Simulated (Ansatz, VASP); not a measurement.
Te2Mo: VASP beside Ansatz

```
CELL_PARAMETERS angstrom
3.35663 0.00000 0.00000
-1.67831 2.90692 0.00000
0.00000 0.00000 13.70320
ATOMIC_POSITIONS crystal
Te 0.33333 0.66667 0.61737
Te 0.66667 0.33333 0.11737
Te 0.33333 0.66667 0.88263
Te 0.66667 0.33333 0.38263
Mo 0.33333 0.66667 0.25000
Mo 0.66667 0.33333 0.75000
```

Change from the starting cell: mode 4 frozen in at +0.000 Å, equal normal strain along x and y -0.0400.

Alike in both runs: task single point; functional PBE; dispersion D3(BJ); k mesh 9 × 9 × 2; occupations gaussian, width 0.05 eV; no spin polarisation.

|  | VASP | Ansatz |
| --- | --- | --- |
| version | VASP 6.6.1 | Ansatz 0.2.0 |
| potentials or method | VASP PAW PBE potentials, release 64 (Te, Mo_sv), cutoff 520 eV | scalar-relativistic, plane waves, PAW |
| valence electrons in the cell | 52 | 92 |

Ansatz gave:

- gap on the k mesh at the Fermi level (eV): 0.62
- least direct gap on the mesh (eV): 0.88
- pressure (GPa): 9.4
- traceless stress, the component that is largest in VASP (GPa): -1.96
- rms of the force components (eV/Å): 0.382

Problem. What did VASP give for the same quantities?

Solution. gap on the k mesh at the Fermi level (eV): 0.62; least direct gap on the mesh (eV): 0.89; pressure (GPa): 9.4; traceless stress, the component that is largest in VASP (GPa): -1.89; rms of the force components (eV/Å): 0.390.

Atom by atom the forces differ by 0.008 eV/Å (rms over components). VASP's potentials hold 52 valence electrons a cell and Ansatz's 92, so a difference there can come from the potentials and not from the codes.

Neither program's run includes spin-orbit coupling.
